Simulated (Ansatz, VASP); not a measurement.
**ZnS: VASP beside Ansatz**

Contents of INCAR:

```
SYSTEM = ZnS
  PREC = Accurate
  ENCUT = 520
  EDIFF = 1E-6
  ISMEAR = 0
  SIGMA = 0.02
  LREAL = .FALSE.
  LASPH = .TRUE.
  NELM = 100
  ALGO = Normal
  ISIF = 2
  LWAVE = .FALSE.
  LCHARG = .FALSE.
  GGA = PE
  NBANDS = 26
```

File KPOINTS:

```
Automatic mesh
0
G
  12 12 4
  0 0 0
```

Contents of POSCAR:

```
ZnS
1.0
    3.9593889435      0.0000000000      0.0000000000
   -1.9796944718      3.4289314086      0.0000000000
    0.0000000000      0.0000000000      6.2030998647
Zn S
2 2
Direct
    0.3333333333      0.6666666667     -0.0034433876
    0.6666666667      0.3333333333      0.4965566124
    0.3333333333      0.6666666667      0.3784433876
    0.6666666667      0.3333333333      0.8784433876
```

Input for Ansatz:

```yaml
crystal:
  lattice:
    - [3.9593889435, 0.0, 0.0]
    - [-1.9796944718, 3.4289314086, 0.0]
    - [0.0, 0.0, 6.2030998647]
  atoms:
    - { symbol: Zn, position: [0.3333333333, 0.6666666667, -0.0034433876] }
    - { symbol: Zn, position: [0.6666666667, 0.3333333333, 0.4965566124] }
    - { symbol: S, position: [0.3333333333, 0.6666666667, 0.3784433876] }
    - { symbol: S, position: [0.6666666667, 0.3333333333, 0.8784433876] }
basis:
  ecutwfc: 420
kpoints:
  mp_grid: { grid: [12, 12, 4] }
  band_path: { path: [VBM, CBM], npoints: 2 }
hamiltonian:
  xc: pbe
scf:
  occupations: { method: gaussian, width: 0.02 }
output:
  forces: true
  stress: true
  eigenvalues: true
checkpoint:
  read: start.run
  write: ck
  compress: false
  write_wavefunctions: false
  write_every: 100000
```

Alike in both runs: task single point; functional PBE; k mesh 12 × 12 × 4; occupations gaussian, width 0.02 eV; no spin polarisation.

```csv
,VASP,Ansatz
version,VASP 6.6.1,Ansatz 0.2.0
potentials or method,"VASP PAW PBE potentials, release 64 (Zn, S), cutoff 520 eV","scalar-relativistic, plane waves, PAW"
valence electrons in the cell,36,36
```

VASP gave:

| Item | Value |
| --- | --- |
| gap on the k mesh at the Fermi level (eV) | 1.87 |
| least direct gap on the mesh (eV) | 1.87 |
| pressure (GPa) | -2.5 |
| traceless stress, the component that is largest in VASP (GPa) | 2.58 |

Problem. Which values does Ansatz return?

Solution. gap on the k mesh at the Fermi level (eV): 1.87; least direct gap on the mesh (eV): 1.87; pressure (GPa): -2.6; traceless stress, the component that is largest in VASP (GPa): 2.57.
